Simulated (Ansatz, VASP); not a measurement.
**Sn: VASP beside Ansatz**

```
Sn
1.0
     0.00000    3.33707    3.07011
     3.33707    0.00000    3.07011
     3.33707    3.33707    0.00000
Sn
2
Direct
  0.50000 0.50000 0.50000
  0.75000 0.75000 0.75000
```

Alike in both runs: task single point; functional r2SCAN; k mesh 10 × 10 × 10; occupations gaussian, width 0.15 eV; no spin polarisation.

|  | VASP | Ansatz |
| --- | --- | --- |
| version | VASP 6.6.1 | Ansatz 0.2.0 |
| potentials or method | VASP PAW PBE potentials, release 64 (Sn_d), cutoff 520 eV | scalar-relativistic, plane waves, PAW |
| valence electrons in the cell | 28 | 28 |

Ansatz gave:

```
gap on the k mesh at the Fermi level (eV)                     : 0.07
least direct gap on the mesh (eV)                             : 0.54
pressure (GPa)                                                : 1.6
traceless stress, the component that is largest in VASP (GPa) : 1.67
```

Which values does VASP return?

gap on the k mesh at the Fermi level (eV): 0.07; least direct gap on the mesh (eV): 0.54; pressure (GPa): 1.5; traceless stress, the component that is largest in VASP (GPa): 1.66.

VASP's potentials were made for PBE, not for r2SCAN.
